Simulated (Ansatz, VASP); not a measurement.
NiMoIrPdW in VASP and in Ansatz

```
CELL_PARAMETERS angstrom
4.22803 0.00000 0.00000
-2.11401 3.66158 0.00000
0.00000 0.00000 5.52252
ATOMIC_POSITIONS crystal
Ni 0.00000 0.00000 0.02221
Mo 0.66667 0.33333 0.45996
Pd 0.33333 0.66667 0.74601
Ir 0.33333 0.66667 0.25641
W 0.66667 0.33333 0.99985
```

Change from the starting cell: volume scaled by 1.06.

Alike in both runs: task single point; functional PBE; k mesh 5 × 5 × 4; occupations fermi-dirac, width 0.05 eV; collinear spin.

|  | VASP | Ansatz |
| --- | --- | --- |
| version | VASP 6.6.1 | Ansatz 0.2.0 |
| potentials or method | VASP PAW PBE potentials, release 64 (Ni, Mo_sv, Pd, Ir, W_sv), cutoff 520 eV | all-electron LAPW, scalar-relativistic |

|  | VASP | Ansatz | Ansatz less VASP |
| --- | --- | --- | --- |
| gap on the k mesh at the Fermi level (eV) | none | none | - |
| pressure (GPa) | -11.4 | -11.4 | +0.01 |
| traceless stress, the component that is largest in VASP (GPa) | -0.15 | -0.10 | +0.059 |
| rms of the force components (eV/Å) | 0.244 | 0.249 | +0.0051 |
| net moment per atom (μB) | 0.00 | 0.00 | 0.000 |

Atom by atom the forces differ by 0.006 eV/Å (rms over components). A gap of «none» marks a metal or a gap that the smearing closes. Ansatz ran all-electron here, and VASP with PAW potentials.

Neither program's run includes spin-orbit coupling. Noted on Ansatz's run: the k mesh is thin for a metal, which can move the energy by tens of meV per atom.
